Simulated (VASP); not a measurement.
A run of VASP 6.6.1 is set up as follows.

File INCAR:

```
PREC = Accurate
ENCUT = 600
EDIFF = 1E-6
ISMEAR = -1
SIGMA = 0.1
LREAL = False
LASPH = True
NELM = 100
ALGO = Normal
ISIF = 3
LWAVE = False
LCHARG = False
IBRION = 2
NSW = 60
EDIFFG = -0.005
PSTRESS = 790.0
```

File KPOINTS:

```
regular mesh
0
Gamma
  15 15 15
```

File POSCAR:

```
VSi
1.0
    2.7042014561      0.0000000000      0.0000000000
    0.0000000000      2.7042014561      0.0000000000
    0.0000000000      0.0000000000      2.7042014561
V Si
1 1
Direct
    0.0000000000      0.0000000000      0.0000000000
    0.5000000000      0.5000000000      0.5000000000
```

Potentials or basis: VASP PAW LDA potentials, release 64 (V_sv, Si).

Launch:

```console
$ cat potpaw_LDA.64/V_sv/POTCAR potpaw_LDA.64/Si/POTCAR > POTCAR
$ mpirun -np 1 vasp_std > vasp.out
```

(1) What does it give for the relaxed volume?

(2) Predict the relaxed cell.

Results:

(1) 9.67 Å³/atom.

(2) a = 2.684 Å, b = 2.684 Å, c = 2.684 Å, α = 90.00°, β = 90.00°, γ = 90.00°.

Caveat: the cell is relaxed towards a set pressure, so the enthalpy falls and the energy may rise.
